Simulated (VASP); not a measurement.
# Be (P6_3/mmc) in VASP: a series of runs

The runs below take Be through single point, with PBE, r2SCAN.

All numbers are computed with VASP 6.6.1; they aren't measurements. Logs are shortened: lines on timing, memory, paths and dates and some standing lists are left out, and cuts for length are marked.

**1. The cell of the first run**

Symmetry: P6_3/mmc, No. 194, hexagonal system. The conventional cell has a = 2.265 Å, b = 2.265 Å, c = 3.561 Å, α = 90.00°, β = 90.00°, γ = 120.00°. Within 2.9 Å of Be (site symmetry -6m2) lie 12 Be at 2.21 to 2.26 Å.

**2. Single point, PBE**

File INCAR:

```
  PREC = Accurate
  ENCUT = 520
  EDIFF = 1E-7
  ISMEAR = 0
  SIGMA = 0.1
  LREAL = F
  LASPH = T
  NELM = 60
  ALGO = Normal
  ISIF = 2
  LWAVE = F
  LCHARG = T
  GGA = PE
  LELF = T
  LVHAR = T
  NBANDS = 9
```

File KPOINTS:

```
regular mesh
0
Gamma
  24 24 12
```

File POSCAR:

```
Be
1.0
    2.2649667896      0.0000000000      0.0000000000
   -1.1324833948      1.9615187785      0.0000000000
    0.0000000000      0.0000000000      3.5610714428
Be
2
Direct
    0.3333333333      0.6666666667      0.2500000000
    0.6666666667      0.3333333333      0.7500000000
```

Potentials or basis: VASP PAW PBE potentials, release 64 (Be).

Run with:

```bash
$ cat potpaw_PBE.64/Be/POTCAR > POTCAR
$ mpirun -np 1 vasp_std > vasp.out
```

OUTCAR:

```text
PREC = Accurate
   ENCUT = 520
   EDIFF = 1E-7
   ISMEAR = 0
   LREAL = F
   LASPH = T
   NELM = 60
   ISIF = 2
   GGA = PE

 ion  position               nearest neighbor table
   1  0.333  0.667  0.250-   2 2.21   2 2.21   2 2.21   2 2.21   2 2.21   2 2.21
   2  0.667  0.333  0.750-   1 2.21   1 2.21   1 2.21   1 2.21   1 2.21   1 2.21

  LATTYP: Found a hexagonal cell.
 ALAT       =     2.2649667896
 C/A-ratio  =     1.5722400254

  Lattice vectors:

 A1 = (   2.2649667896,   0.0000000000,   0.0000000000)
 A2 = (  -1.1324833948,   1.9615187785,   0.0000000000)
 A3 = (   0.0000000000,   0.0000000000,   3.5610714428)

Analysis of symmetry for initial positions (statically):
=====================================================================
 Subroutine PRICEL returns:
 Original cell was already a primitive cell.

 Routine SETGRP: Setting up the symmetry group for a
 hexagonal supercell.

 Subroutine GETGRP returns: Found 24 space group operations
 (whereof 12 operations were pure point group operations)
 out of a pool of 24 trial point group operations.

The static configuration has the point symmetry D_3d.
 The point group associated with its full space group is D_6h.

Analysis of symmetry for dynamics (positions and initial velocities):
=====================================================================
 Subroutine PRICEL returns:
 Original cell was already a primitive cell.

 Routine SETGRP: Setting up the symmetry group for a
 hexagonal supercell.

 Subroutine GETGRP returns: Found 24 space group operations
 (whereof 12 operations were pure point group operations)
 out of a pool of 24 trial point group operations.

The dynamic configuration has the point symmetry D_3d.
 The point group associated with its full space group is D_6h.

 Subroutine INISYM returns: Found 24 space group operations
 (whereof 12 operations are pure point group operations),
 and found     1 'primitive' translations

----------------------------------------------------------------------------------------

                                     Primitive cell

  volume of cell :      15.8210

  direct lattice vectors                    reciprocal lattice vectors
     2.264966790  0.000000000  0.000000000     0.441507577  0.254904519  0.000000000
    -1.132483395  1.961518778  0.000000000     0.000000000  0.509809037  0.000000000
     0.000000000  0.000000000  3.561071443     0.000000000  0.000000000  0.280814361
[... 83 lines left out ...]
   NELM   =     60;   NELMIN=  2; NELMDL= -5     # of ELM steps
   EDIFF  = 0.1E-06   stopping-criterion for ELM
   LREAL  =      F    real-space projection
   EDIFFG = 0.1E-05   stopping-criterion for IOM
   NSW    =      0    number of steps for IOM
   IBRION =     -1    ionic relax: 0-MD 1-quasi-New 2-CG
   NFREE  =      0    steps in history (QN), initial steepest desc. (CG)
   ISIF   =      2    stress and relaxation
   ISYM   =      2    0-nonsym 1-usesym 2-fastsym
   POTIM  = 0.5000    time-step for ionic-motion
   TEBEG  =    0.0;   TEEND  =   0.0 temperature during run
   PSTRESS=    0.0 pullay stress
   NELECT =       4.0000    total number of electrons
   NUPDOWN=      -1.0000    fix difference up-down
   EMIN   =  10.00;   EMAX   =-10.00  energy-range for DOS
   EFERMI =   0.00;   METHOD = LEGACY
   ISMEAR =     0;   SIGMA  =   0.10  broadening in eV -4-tet -1-fermi 0-gaus
   EFERMI_NEDOS =   21; number of points for ismear=-14 and -15
   IALGO  =     38    algorithm
   IMIX   =      4    mixing-type and parameters
     AMIX     =   0.40;   BMIX     =  1.00
     AMIX_MAG =   1.60;   BMIX_MAG =  1.00
  volume/ion in A,a.u.               =       7.91        53.38
  Fermi-wavevector in a.u.,A,eV,Ry     =   1.035181  1.956209 14.580013  1.071601
  Thomas-Fermi vector in A             =   2.169512
   LORBIT       =      0    0 simple, 1 ext, 2 COOP (PROOUT), +10 PAW based schemes
   GGA     = PE    functional components
   LHFCALC =     F    Hartree Fock is set to
   AEXX    =    0.0000 exact exchange contribution
   IVDW    =     0    specifies the selected vdW correction
   LEPSILON=     F    determine dielectric tensor
   LRPA    =     F    only Hartree local field effects (RPA)
 non-spin polarized calculation
 Gauss-broadening in eV      SIGMA  =   0.10
  energy-cutoff  :      520.00
  volume of cell :       15.82
 maximum number of plane-waves:       446
 NGX is ok and might be reduce to    18
   NGX =  9   NGY =  9   NGZ = 13

 number of electron       4.0000000 magnetization

 Free energy of the ion-electron system (eV)
  ---------------------------------------------------
  ext. energy  EPLUGINS =         0.00000000
  ---------------------------------------------------
  free energy    TOTEN  =        -7.53249495 eV

  energy without entropy =       -7.53144886  energy(sigma->0) =       -7.53197191

 E-fermi :   6.9812     XC(G=0): -10.6037

 val. band max:        6.9646277247   @ k =   0.2917   0.2917   0.0000
 cond. band min:       7.0238301315   @ k =   0.2917   0.2500   0.0000
 fundamental gap:      0.0592024069
 Fermi energy:         6.9812484044

 k-point     1 :       0.0000    0.0000    0.0000
  band No.  band energies     occupation
      1      -4.3277      2.00000
      2       2.5957      2.00000
      3       8.1566      0.00000
      4      22.9792      0.00000
      5      22.9792      0.00000
      6      25.8335      0.00000
      7      25.8335      0.00000
      8      27.9676      0.00000
      9      34.0978      0.00000
[... 265 lines left out ...]
 k-point    24 :       0.4583    0.0417    0.0000
  band No.  band energies     occupation
      1       1.8979      2.00000
      2       4.0899      2.00000
      3      10.5245      0.00000
      4      13.7371      0.00000
      5      13.7647      0.00000
      6      15.4111      0.00000
      7      18.0614      0.00000
      8      23.8856      0.00000
      9      26.9256      0.00000

 [... further k-points ...]
[... 5 lines left out ...]
  --------------------------------------------------------------------------------------
  -------------------------------------------------------------------------------------
  Total        0.0139934      0.0139934      0.0152967      0.0000000      0.0000000      0.0000000
  in kB        1.4170983      1.4170983      1.5490778      0.0000000      0.0000000      0.0000000
  external PRESSURE =       1.4610915 kB  Pullay stress =       0.0000000 kB

 VOLUME and BASIS-vectors are now :
 -----------------------------------------------------------------------------
  energy-cutoff  :      520.00
  volume of cell :       15.82
      direct lattice vectors                 reciprocal lattice vectors
     2.264966790  0.000000000  0.000000000     0.441507577  0.254904519  0.000000000
    -1.132483395  1.961518778  0.000000000     0.000000000  0.509809037  0.000000000
     0.000000000  0.000000000  3.561071443     0.000000000  0.000000000  0.280814361

 POSITION                                       TOTAL-FORCE (eV/Angst)
 -----------------------------------------------------------------------------------
     -0.00000      1.30768      0.89027         0.000000     -0.000000      0.000000
      1.13248      0.65384      2.67080        -0.000000      0.000000      0.000000
 -----------------------------------------------------------------------------------
    total drift:                                0.000000     -0.000000      0.000000

  FREE ENERGIE OF THE ION-ELECTRON SYSTEM (eV)
  ---------------------------------------------------
  free  energy   TOTEN  =        -7.5324949533 eV

  energy  without entropy=       -7.5314488634  energy(sigma->0) =       -7.53197191
```

stdout:

```text
POSCAR found type information on POSCAR Be
 POSCAR found :  1 types and       2 ions
 scaLAPACK will be used
 LDA part: xc-table for (Slater+PW92), standard interpolation
 POSCAR, INCAR and KPOINTS ok, starting setup
 FFT: planning ... GRIDC
 FFT: planning ... GRID_SOFT
 FFT: planning ... GRID
 WAVECAR not read
 entering main loop
```

Wall time 27 s (1 thread of AMD EPYC 9R45 (Zen 5), shared host); peak memory 0.13 GiB.

What came out:

```yaml
Free_energy: -7.5325 eV
Pressure: 0.1 GPa
Band_gap_on_the_k_mesh: zero (band 2 reaches 8.00 eV, above the bottom of band 3 at 5.91 eV)
```

**3. Single point, r2SCAN**

POSCAR is that of step 2.

File INCAR.step1:

```
SYSTEM = Be
ALGO = Normal
EDIFF = 1E-4
ENCUT = 520
GGA = PE
ISMEAR = 0
LASPH = .True.
LCHARG = .False.
LREAL = .False.
LWAVE = .True.
NBANDS = 9
NELM = 60
PREC = Accurate
SIGMA = 0.1
```

File INCAR.step2:

```
SYSTEM = Be
ALGO = Normal
EDIFF = 1E-7
ENCUT = 520
ISIF = 2
ISMEAR = 0
ISTART = 1
LASPH = .True.
LCHARG = .True.
LELF = .True.
LMIXTAU = .True.
LREAL = .False.
LVHAR = .True.
LWAVE = .False.
METAGGA = R2SCAN
NBANDS = 9
NELM = 60
PREC = Accurate
SIGMA = 0.1
```

File KPOINTS:

```
k-points
0
Gamma
  24 24 12
  0 0 0
```

Potentials or basis: VASP PAW PBE potentials, release 64 (Be).

Run with:

```bash
$ cat potpaw_PBE.64/Be/POTCAR > POTCAR
$ cp INCAR.step1 INCAR
$ mpirun -np 1 vasp_std > vasp.out
$ cp INCAR.step2 INCAR
$ mpirun -np 1 vasp_std > vasp.out
```

Wall time 2.3 min (1 thread of AMD EPYC 9R45 (Zen 5), shared host); peak memory 0.14 GiB.

It converged, with:

* Free energy: -8.6796 eV
* Pressure: 0.2 GPa
* Band gap on the k mesh: zero (band 2 reaches 8.19 eV, above the bottom of band 3 at 5.97 eV)

Stress tensor (GPa, compression positive):
```
0.03 0.00 0.00
0.00 0.03 0.00
0.00 0.00 0.49
```

Levels at points of the mesh, in eV from the Fermi level:
```csv
k point,band 1,band 2,band 3,band 4,band 5,band 6,band 7
"(0.00, 0.00, 0.00)",-12.18,-4.68,1.14,17.35,17.35,20.39,20.39
"(0.50, 0.00, 0.00)",-5.35,-3.32,3.98,6.84,7.28,10.23,10.66
"(0.00, 0.00, 0.50)",-9.84,-9.84,11.51,11.51,19.16,19.16,19.16
"(0.50, 0.00, 0.50)",-3.81,-3.81,1.60,1.60,13.02,13.02,16.71
```

Caveat: the PAW data sets were made with another functional, which shifts forces and pressure a little.

**4. Single point, PBE**

This run uses another cell than the first one, of 8.11 Å³/atom, 1.025 times its volume.

File INCAR:

```
SYSTEM = Be
PREC = Accurate
ENCUT = 600
EDIFF = 1E-6
ISMEAR = 0
SIGMA = 0.1
LREAL = .False.
LASPH = .True.
NELM = 120
ALGO = Normal
ISIF = 2
LWAVE = .False.
LCHARG = .False.
GGA = PE
NBANDS = 9
GGA_COMPAT = .False.
```

File KPOINTS:

```
Automatic mesh
0
Gamma
  12 12 6
  0 0 0
```

File POSCAR:

```
Be
1.0
    2.2853000000      0.0000000000      0.0000000000
   -1.1426500000      1.9791278553      0.0000000000
    0.0000000000      0.0000000000      3.5842000000
Be
2
Direct
    0.3333333333      0.6666666667      0.2500000000
    0.6666666667      0.3333333333      0.7500000000
```

Run with:

```bash
$ cat potpaw_PBE.64/Be/POTCAR > POTCAR
$ mpirun -np 1 vasp_std > vasp.out
```

Run time: 12 s. Hardware: 1 thread of Intel Xeon 8259CL, shared host; peak memory 0.13 GiB.

The run converged. Its results:

| Item | Value |
| --- | --- |
| Free energy | -7.5341 eV |
| Pressure | -2.8 GPa |
| Band gap on the k mesh | zero (band 2 reaches 7.61 eV, above the bottom of band 3 at 5.72 eV) |

Stress tensor (GPa, compression positive):
```
-3.10  0.00  0.00
 0.00 -3.10  0.00
 0.00  0.00 -2.19
```

Levels at points of the mesh, in eV from the Fermi level:
| k point | band 1 | band 2 | band 3 | band 4 | band 5 |
| --- | --- | --- | --- | --- | --- |
| (0.00, 0.00, 0.00) | -11.65 | -4.75 | 0.66 | 15.17 | 15.17 |
| (0.50, 0.00, 0.00) | -5.37 | -3.56 | 3.15 | 5.99 | 6.20 |
| (0.00, 0.00, 0.50) | -9.50 | -9.50 | 10.19 | 10.19 | 16.80 |
| (0.50, 0.00, 0.50) | -3.99 | -3.99 | 1.05 | 1.05 | 11.32 |

**5. Overview**

| level | cell | k mesh | cutoff (eV) | gap on the mesh (eV) | pressure (GPa) |
| --- | --- | --- | --- | --- | --- |
| PBE | a = 2.265, b = 2.265, c = 3.561 Å, angles 90.0, 90.0, 120.0°, 2 atoms | 24 × 24 × 12 | 520 | none | 0.1 |
| r2SCAN | a = 2.265, b = 2.265, c = 3.561 Å, angles 90.0, 90.0, 120.0°, 2 atoms | 24 × 24 × 12 | 520 | none | 0.2 |
| PBE | a = 2.285, b = 2.285, c = 3.584 Å, angles 90.0, 90.0, 120.0°, 2 atoms | 12 × 12 × 6 | 600 | none | -2.8 |

Alike in all rows: task single point; potentials or basis VASP PAW PBE potentials, release 64 (Be); no spin polarisation; smearing gaussian 0.1 eV.

Caveats: the PAW data sets were made with another functional, which shifts forces and pressure a little (some runs).

Total energies depend on the potentials used, so only differences within one code and one set of settings carry meaning.
